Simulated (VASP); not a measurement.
Set up this calculation in VASP 6.6.1, as the native input.

- Task: relaxation of cell and atoms
- Functional: PBE
- Potentials or basis: VASP PAW PBE potentials, release 64 (Be, Zn, Te)
- Cutoff: 600 eV
- k mesh: 5 × 5 × 3
- Occupations: gaussian, width 0.2 eV
- Spin: no spin polarisation
- Dipole correction: no
- Further INCAR settings: ALGO = Normal; EDIFF = 1e-07; IBRION = 2; EDIFFG = -0.08; NSW = 36; ISIF = 3

The structure of Be4ZnTe lies in POSCAR:

```
Be4ZnTe
1.0
    3.8501937400      0.0000000000      0.0000000000
   -1.9250968700      3.3343655900      0.0000000000
    0.0000000000      0.0000000000      6.0702893600
Be Zn Te
4 1 1
Direct
    0.3333333300      0.6666666700      0.0022463300
    0.6666666700      0.3333333300      0.0022463300
    0.3333333300      0.6666666700      0.2558335400
    0.6666666700      0.3333333300      0.2558335400
    0.0000000000      0.0000000000      0.2667959000
    0.0000000000      0.0000000000      0.7177944500
```

The cell was built from a structure type or drawn by symmetry, and may not be a known phase.

The input as run:

INCAR

```
PREC     = Accurate       # precision mode
ENCUT    = 600            # plane-wave cutoff, eV
EDIFF    = 1E-7           # SCF threshold, eV
ISMEAR   = 0              # smearing method
SIGMA    = 0.2            # smearing width, eV
LREAL    = False          # projectors in reciprocal space
LASPH    = True           # aspherical terms in the spheres
NELM     = 120            # most SCF steps
ALGO     = Normal         # electronic algorithm
ISIF     = 3              # what is computed and relaxed
LWAVE    = False          # write WAVECAR
LCHARG   = False          # write CHGCAR
GGA      = PE             # functional
IBRION   = 2              # ionic algorithm
NSW      = 36             # ionic steps
EDIFFG   = -0.08          # ionic threshold
GGA_COMPAT= False        
NELMIN   = 4
```

KPOINTS

```
regular mesh
0
Gamma
  5 5 3
```

Potentials or basis: VASP PAW PBE potentials, release 64 (Be, Zn, Te).

The run is started by

```console
$ cat potpaw_PBE.64/Be/POTCAR potpaw_PBE.64/Zn/POTCAR potpaw_PBE.64/Te/POTCAR > POTCAR
$ mpirun -np 1 vasp_std > vasp.out
```

Results of the run:

```json
{
 "Relaxed volume": "15.47 Å³/atom",
 "Relaxed cell": "a = 3.830 Å, b = 3.830 Å, c = 7.306 Å, α = 90.00°, β = 90.00°, γ = 120.00°",
 "Space group after relaxing (to 0.1 Å)": "P6mm (No. 183)",
 "Energy gained by relaxing": "700.9 meV/atom",
 "Ionic steps": "23",
 "Pressure after relaxing": "0.2 GPa",
 "Largest force after relaxing": "0.030 eV/Å",
 "Band gap on the k mesh": "zero (bands 13 and 14 overlap by 0.97 eV)"
}
```

Caveat: the k points lie up to 0.38 Å⁻¹ apart in the final cell, too coarse for converged energies and pressures of a metal; the volume moved by over 15 % at a fixed basis, so the end points are rough; spin-orbit coupling is left out, which moves the levels of the heavy elements.

Run time: 10 min on 1 thread of AMD EPYC 7R13, with other jobs on the host, peak memory 0.2 GiB.
